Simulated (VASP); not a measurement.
# Mg5O (P3m1) in VASP: a series of runs, part 2 of 2

VASP 6.6.1.

### 5 Single point, PBE

File INCAR:

```
SYSTEM = Mg5O
PREC = Accurate
ENCUT = 600
EDIFF = 1E-6
ISMEAR = 0
SIGMA = 0.1
LREAL = .False.
LASPH = .True.
NELM = 120
ALGO = Normal
ISIF = 2
LWAVE = .False.
LCHARG = .False.
GGA = PE
NBANDS = 17
GGA_COMPAT = .False.
```

File KPOINTS:

```
regular mesh
0
Gamma
  6 6 2
  0 0 0
```

File POSCAR:

```
Mg5O
1.0
    3.2377839966      0.0000000000      0.0000000000
   -1.6188919983      2.8040031930      0.0000000000
    0.0000000000      0.0000000000     13.1431196340
Mg O
5 1
Direct
    0.0000000000      0.0000000000      0.0243200838
    0.3333333333      0.6666666667      0.2281005275
    0.6666666667      0.3333333333      0.8069331683
    0.0000000000      0.0000000000      0.4180706745
    0.3333333333      0.6666666667      0.6062131681
    0.3333333333      0.6666666667      0.0763623778
```

Potentials or basis: VASP PAW PBE potentials, release 64 (Mg, O).

The run is started by

```sh
$ cat potpaw_PBE.64/Mg/POTCAR potpaw_PBE.64/O/POTCAR > POTCAR
$ mpirun -np 1 vasp_std > vasp.out
```

OUTCAR:

```text
SYSTEM = Mg5O
   PREC = Accurate
   ENCUT = 600
   EDIFF = 1E-6
   ISMEAR = 0
   LREAL = .False.
   LASPH = .True.
   NELM = 120
   ISIF = 2
   GGA = PE

 ion  position               nearest neighbor table
   1  0.000  0.000  0.024-   6 1.99   6 1.99   6 1.99   2 3.27   2 3.27   2 3.27   3 3.41   3 3.41
                             3 3.41
   2  0.333  0.667  0.228-   6 1.99   4 3.12   4 3.12   4 3.12   1 3.27   1 3.27   1 3.27
   3  0.667  0.333  0.807-   5 3.23   5 3.23   5 3.23   1 3.41   1 3.41   1 3.41
   4  0.000  0.000  0.418-   5 3.10   5 3.10   5 3.10   2 3.12   2 3.12   2 3.12
   5  0.333  0.667  0.606-   4 3.10   4 3.10   4 3.10   3 3.23   3 3.23   3 3.23
   6  0.333  0.667  0.076-   1 1.99   1 1.99   1 1.99   2 1.99

  LATTYP: Found a hexagonal cell.
 ALAT       =     3.2377839966
 C/A-ratio  =     4.0592947670

  Lattice vectors:

 A1 = (   3.2377839966,   0.0000000000,   0.0000000000)
 A2 = (  -1.6188919983,   2.8040031930,   0.0000000000)
 A3 = (   0.0000000000,   0.0000000000,  13.1431196340)

Analysis of symmetry for initial positions (statically):
=====================================================================
 Subroutine PRICEL returns:
 Original cell was already a primitive cell.

 Routine SETGRP: Setting up the symmetry group for a
 hexagonal supercell.

 Subroutine GETGRP returns: Found  6 space group operations
 (whereof  6 operations were pure point group operations)
 out of a pool of 24 trial point group operations.

The static configuration has the point symmetry C_3v.

Analysis of symmetry for dynamics (positions and initial velocities):
=====================================================================
 Subroutine PRICEL returns:
 Original cell was already a primitive cell.

 Routine SETGRP: Setting up the symmetry group for a
 hexagonal supercell.

 Subroutine GETGRP returns: Found  6 space group operations
 (whereof  6 operations were pure point group operations)
 out of a pool of 24 trial point group operations.

The dynamic configuration has the point symmetry C_3v.

 Subroutine INISYM returns: Found  6 space group operations
 (whereof  6 operations are pure point group operations),
 and found     1 'primitive' translations

----------------------------------------------------------------------------------------

                                     Primitive cell

  volume of cell :     119.3232

  direct lattice vectors                    reciprocal lattice vectors
     3.237783997  0.000000000  0.000000000     0.308853216  0.178316487  0.000000000
    -1.618891998  2.804003193  0.000000000     0.000000000  0.356632975  0.000000000
     0.000000000  0.000000000 13.143119634     0.000000000  0.000000000  0.076085437

  length of vectors
     3.237783997  3.237783997 13.143119634     0.356632975  0.356632975  0.076085437

  position of ions in fractional coordinates (direct lattice)
     0.000000000  0.000000000  0.024320084
     0.333333333  0.666666667  0.228100527
     0.666666667  0.333333333  0.806933168
     0.000000000  0.000000000  0.418070675
     0.333333333  0.666666667  0.606213168
     0.333333333  0.666666667  0.076362378

  ion indices of the primitive-cell ions
   primitive index   ion index
                 1           1
[... 41 lines left out ...]
  0.000000  0.000000  0.500000      1.000000
  0.166667  0.000000  0.500000      6.000000
  0.333333  0.000000  0.500000      6.000000
  0.500000  0.000000  0.500000      3.000000
  0.166667  0.166667  0.500000      6.000000
  0.333333  0.166667  0.500000     12.000000
  0.333333  0.333333  0.500000      2.000000
   k-points           NKPTS =     14   k-points in BZ     NKDIM =     14   number of bands    NBANDS=     17
   number of dos      NEDOS =    301   number of ions     NIONS =      6
   total plane-waves  NPLWV =  84672
   dimension x,y,z NGX =    28 NGY =   28 NGZ =  108
   dimension x,y,z NGXF=    56 NGYF=   56 NGZF=  216
   ions per type =               5   1
   NGX,Y,Z   is equivalent  to a cutoff of  14.38, 14.38, 13.66 a.u.
   NGXF,Y,Z  is equivalent  to a cutoff of  28.75, 28.75, 27.32 a.u.
 SYSTEM =  Mg5O
   PREC   = accura    normal or accurate (medium, high low for compatibility)
   ISTART =      0    job   : 0-new  1-cont  2-samecut
   ICHARG =      2    charge: 1-file 2-atom 10-const
   ISPIN  =      1    spin polarized calculation?
   LNONCOLLINEAR =      F non collinear calculations
   LSORBIT =      F    spin-orbit coupling
   LASPH  =      T    aspherical Exc in radial PAW
   ENCUT  =  600.0 eV  44.10 Ry    6.64 a.u.   6.47  6.47 26.25*2*pi/ulx,y,z
   NELM   =    120;   NELMIN=  2; NELMDL= -5     # of ELM steps
   EDIFF  = 0.1E-05   stopping-criterion for ELM
   LREAL  =      F    real-space projection
   EDIFFG = 0.1E-04   stopping-criterion for IOM
   NSW    =      0    number of steps for IOM
   IBRION =     -1    ionic relax: 0-MD 1-quasi-New 2-CG
   NFREE  =      0    steps in history (QN), initial steepest desc. (CG)
   ISIF   =      2    stress and relaxation
   ISYM   =      2    0-nonsym 1-usesym 2-fastsym
   POTIM  = 0.5000    time-step for ionic-motion
   TEBEG  =    0.0;   TEEND  =   0.0 temperature during run
   PSTRESS=    0.0 pullay stress
   NELECT =      16.0000    total number of electrons
   NUPDOWN=      -1.0000    fix difference up-down
   EMIN   =  10.00;   EMAX   =-10.00  energy-range for DOS
   EFERMI =   0.00;   METHOD = LEGACY
   ISMEAR =     0;   SIGMA  =   0.10  broadening in eV -4-tet -1-fermi 0-gaus
   EFERMI_NEDOS =   21; number of points for ismear=-14 and -15
   IALGO  =     38    algorithm
   IMIX   =      4    mixing-type and parameters
     AMIX     =   0.40;   BMIX     =  1.00
     AMIX_MAG =   1.60;   BMIX_MAG =  1.00
  volume/ion in A,a.u.               =      19.89       134.21
  Fermi-wavevector in a.u.,A,eV,Ry     =   0.837928  1.583454  9.552961  0.702123
  Thomas-Fermi vector in A             =   1.951898
   LORBIT       =      0    0 simple, 1 ext, 2 COOP (PROOUT), +10 PAW based schemes
   GGA     = PE    functional components
   LHFCALC =     F    Hartree Fock is set to
   AEXX    =    0.0000 exact exchange contribution
   IVDW    =     0    specifies the selected vdW correction
   LEPSILON=     F    determine dielectric tensor
   LRPA    =     F    only Hartree local field effects (RPA)
 non-spin polarized calculation
 Gauss-broadening in eV      SIGMA  =   0.10
  energy-cutoff  :      600.00
  volume of cell :      119.32
 maximum number of plane-waves:      4025
 NGX is ok and might be reduce to    28
   NGX = 13   NGY = 13   NGZ = 53

 number of electron      16.0000001 magnetization

 Free energy of the ion-electron system (eV)
  ---------------------------------------------------
  ext. energy  EPLUGINS =         0.00000000
  ---------------------------------------------------
  free energy    TOTEN  =       -17.06470139 eV

  energy without entropy =      -17.04450680  energy(sigma->0) =      -17.05460410

 E-fermi :   2.8498     XC(G=0):  -8.6483

 val. band max:        2.8287654868   @ k =   0.3333   0.1667   0.0000
 cond. band min:       2.9264775902   @ k =   0.3333   0.3333   0.0000
 fundamental gap:      0.0977121035
 Fermi energy:         2.8497790373

 k-point     1 :       0.0000    0.0000    0.0000
  band No.  band energies     occupation
      1     -16.2454      2.00000
      2      -3.8214      2.00000
      3      -3.6623      2.00000
      4      -2.2177      2.00000
      5      -1.7917      2.00000
      6      -0.7565      2.00000
[... 257 lines left out ...]
      4      -1.7107      2.00000
      5       2.3587      2.00000
      6       2.3608      2.00000
[... 9 lines left out ...]
     16       6.4794      0.00000
     17       7.5009      0.00000

------------------------ aborting loop because EDIFF is reached ----------------------------------------

  FORCE on cell =-STRESS in cart. coord.  units (eV):
  Direction    XX          YY          ZZ          XY          YZ          ZX
  --------------------------------------------------------------------------------------
  -------------------------------------------------------------------------------------
  Total        0.0282986      0.0282986      0.2402520     -0.0000000      0.0000000     -0.0000000
  in kB        0.3799715      0.3799715      3.2259136     -0.0000000      0.0000000     -0.0000000
  external PRESSURE =       1.3286189 kB  Pullay stress =       0.0000000 kB

 VOLUME and BASIS-vectors are now :
 -----------------------------------------------------------------------------
  energy-cutoff  :      600.00
  volume of cell :      119.32
      direct lattice vectors                 reciprocal lattice vectors
     3.237783997  0.000000000  0.000000000     0.308853216  0.178316487  0.000000000
    -1.618891998  2.804003193  0.000000000     0.000000000  0.356632975  0.000000000
     0.000000000  0.000000000 13.143119634     0.000000000  0.000000000  0.076085437

 POSITION                                       TOTAL-FORCE (eV/Angst)
 -----------------------------------------------------------------------------------
      0.00000      0.00000      0.31964         0.000000      0.000000      0.045282
     -0.00000      1.86934      2.99795         0.000000      0.000000      0.019912
      1.61889      0.93467     10.60562         0.000000      0.000000      0.008607
      0.00000      0.00000      5.49475         0.000000      0.000000      0.019371
     -0.00000      1.86934      7.96753         0.000000      0.000000     -0.028921
     -0.00000      1.86934      1.00364        -0.000000     -0.000000     -0.064250
 -----------------------------------------------------------------------------------
    total drift:                                0.000001     -0.000000     -0.000112

  FREE ENERGIE OF THE ION-ELECTRON SYSTEM (eV)
  ---------------------------------------------------
  free  energy   TOTEN  =       -17.0647013939 eV

  energy  without entropy=      -17.0445067976  energy(sigma->0) =      -17.05460410
```

stdout:

```text
POSCAR found type information on POSCAR MgO
 POSCAR found :  2 types and       6 ions
 scaLAPACK will be used
 LDA part: xc-table for (Slater+PW92), standard interpolation
 POSCAR, INCAR and KPOINTS ok, starting setup
 FFT: planning ... GRIDC
 FFT: planning ... GRID_SOFT
 FFT: planning ... GRID
 WAVECAR not read
 entering main loop
```

Run time: 42 s. Hardware: 1 thread of Intel Xeon Platinum 8259CL at 2.50GHz (Skylake/Cascade Lake), shared host; peak memory 0.27 GiB.

What came out:

```
Free energy            : -17.0647 eV
Pressure               : 0.1 GPa
Largest force          : 0.064 eV/Å
Band gap on the k mesh : zero (band 8 reaches 2.98 eV, above the bottom of band 9 at 1.76 eV)
```

Forces in eV/Å, atoms in the order of the input:
```
Mg   0.000  0.000  0.045
Mg   0.000  0.000  0.020
Mg   0.000  0.000  0.009
Mg   0.000  0.000  0.019
Mg   0.000  0.000 -0.029
O    0.000  0.000 -0.064
```

Levels at points of the mesh, in eV from the Fermi level:
| k point | band 5 | band 6 | band 7 | band 8 | band 9 | band 10 | band 11 | band 12 |
| --- | --- | --- | --- | --- | --- | --- | --- | --- |
| (0.00, 0.00, 0.00) | -4.64 | -3.61 | -3.61 | -2.01 | -1.09 | 2.39 | 3.12 | 7.40 |
| (0.50, 0.00, 0.00) | -1.98 | -1.93 | -1.32 | -1.13 | -0.10 | 0.26 | 1.24 | 2.20 |
| (0.00, 0.00, 0.50) | -3.74 | -3.61 | -3.61 | -3.01 | 0.12 | 0.91 | 5.02 | 5.27 |
| (0.50, 0.00, 0.50) | -1.98 | -1.93 | -1.31 | -1.09 | -0.39 | 0.53 | 1.54 | 1.79 |

Caveat: the k points lie up to 0.37 Å⁻¹ apart.

### 6 Overview

| task | cell | k mesh | cutoff (eV) | smearing | gap on the mesh (eV) | pressure (GPa) | largest force (eV/Å) |
| --- | --- | --- | --- | --- | --- | --- | --- |
| single point | a = 3.238, b = 3.238, c = 13.143 Å, angles 90.0, 90.0, 120.0°, 6 atoms | 6 × 6 × 2 | 520 | gaussian 0.2 eV | none | 0.2 | 0.06 |
| relaxation of cell and atoms | relaxed from a = 3.150, b = 3.150, c = 12.000 Å, angles 90.0, 90.0, 120.0°, 6 atoms | 6 × 6 × 2 | 600 | gaussian 0.2 eV | none | 0.1 | 0.04 |
| single point | a = 3.240, b = 3.240, c = 13.213 Å, angles 90.0, 90.0, 120.0°, 6 atoms | 12 × 12 × 4 | 520 | gaussian 0.1 eV | none | -0.2 | 0.02 |
| single point | a = 3.238, b = 3.238, c = 13.143 Å, angles 90.0, 90.0, 120.0°, 6 atoms | 6 × 6 × 2 | 600 | gaussian 0.1 eV | none | 0.1 | 0.06 |

Alike in all rows: level PBE; potentials or basis VASP PAW PBE potentials, release 64 (Mg, O); no spin polarisation.

Caveats: some runs use coarse meshes; the relaxation stopped at a loose force limit of 0.08 eV/Å, so its end isn't a converged minimum (some runs).

Total energies depend on the potentials used, so only differences within one code and one set of settings carry meaning.
